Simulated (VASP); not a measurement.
Set up this calculation in VASP 6.6.1, as the native input.

```yaml
Task: single point
Functional: PBE
Potentials_or_basis: VASP PAW PBE potentials, release 64 (Os)
Cutoff: 520 eV
k_mesh: 7 × 7 × 7
Occupations: fermi-dirac, width 0.05 eV
Spin: no spin polarisation
Dipole_correction: no
Further_INCAR_settings: ALGO = Normal; EDIFF = 1e-06; NBANDS = 15
```

The structure of Os lies in POSCAR:

```
Os
1.0
    0.0000000000      2.7776647402      2.7776647402
    2.7776647402      0.0000000000      2.7776647402
    2.7776647402      2.7776647402      0.0000000000
Os
2
Direct
    0.0000000000      0.0000000000      0.0000000000
    0.2500000000      0.2500000000      0.2500000000
```

One way to write it, as run:

INCAR

```
ALGO = Normal
EDIFF = 1E-6
ENCUT = 520
GGA = PE
ISIF = 2
ISMEAR = -1
LASPH = T
LCHARG = F
LREAL = F
LWAVE = F
NBANDS = 15
NELM = 60
PREC = Accurate
SIGMA = 0.05
```

KPOINTS

```
k-points
0
Gamma
  7 7 7
```

Potentials or basis: VASP PAW PBE potentials, release 64 (Os).

Run with:

```console
$ cat potpaw_PBE.64/Os/POTCAR > POTCAR
$ mpirun -np 1 vasp_std > vasp.out
```

It gave:

```yaml
Pressure: -1.2 GPa
Band_gap_on_the_k_mesh: zero (band 8 reaches 4.80 eV, above the bottom of band 9 at 3.79 eV)
```

Caveat: spin-orbit coupling is left out, which moves the levels of the heavy elements.

Wall time 7.8 s on 1 thread of Intel(R) Xeon(R) Platinum 8488C (Sapphire Rapids), on a shared host, peak memory 0.16 GiB.
